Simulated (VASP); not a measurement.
A run of VASP 6.6.1:

File INCAR:

```
SYSTEM = SnH5
  ALGO = Normal
  EDIFF = 1E-7
  EDIFFG = -0.04
  ENCUT = 910
  GGA = PE
  GGA_COMPAT = .False.
  IBRION = 2
  ISIF = 3
  ISMEAR = 0
  LASPH = .True.
  LCHARG = .False.
  LREAL = .False.
  LWAVE = .False.
  NELM = 120
  NELMIN = 4
  NSW = 90
  PREC = Accurate
  SIGMA = 0.1
```

File KPOINTS:

```
k-points
0
Gamma
  6 6 4
  0 0 0
```

Contents of POSCAR:

```
SnH5
1.0
    3.8909350100      0.0000000000      0.0000000000
   -1.9454675100      3.3696485600      0.0000000000
    0.0000000000      0.0000000000      5.2817527400
Sn H
1 5
Direct
    0.0000000000      0.0000000000      0.5000000000
    0.6666666700      0.3333333300      0.7959949400
    0.0000000000      0.0000000000      0.0000000000
    0.6666666700      0.3333333300      0.2040050600
    0.3333333300      0.6666666700      0.2040050600
    0.3333333300      0.6666666700      0.7959949400
```

Potentials or basis: VASP PAW PBE potentials, release 64 (Sn_d, H_h).

Command:

```sh
$ cat potpaw_PBE.64/Sn_d/POTCAR potpaw_PBE.64/H_h/POTCAR > POTCAR
$ mpirun -np 1 vasp_std > vasp.out
```

Hardware: 1 thread of AMD EPYC 7R43 64-Core Processor (Zen 3), with other jobs on the host.

Task: Estimate the wall time of this run.

Result: Wall time 21 min on 1 thread of AMD EPYC 7R43 64-Core Processor (Zen 3), with other jobs on the host, peak memory 0.31 GiB. Counts: scf iterations 297, k points 21, ion steps 30.
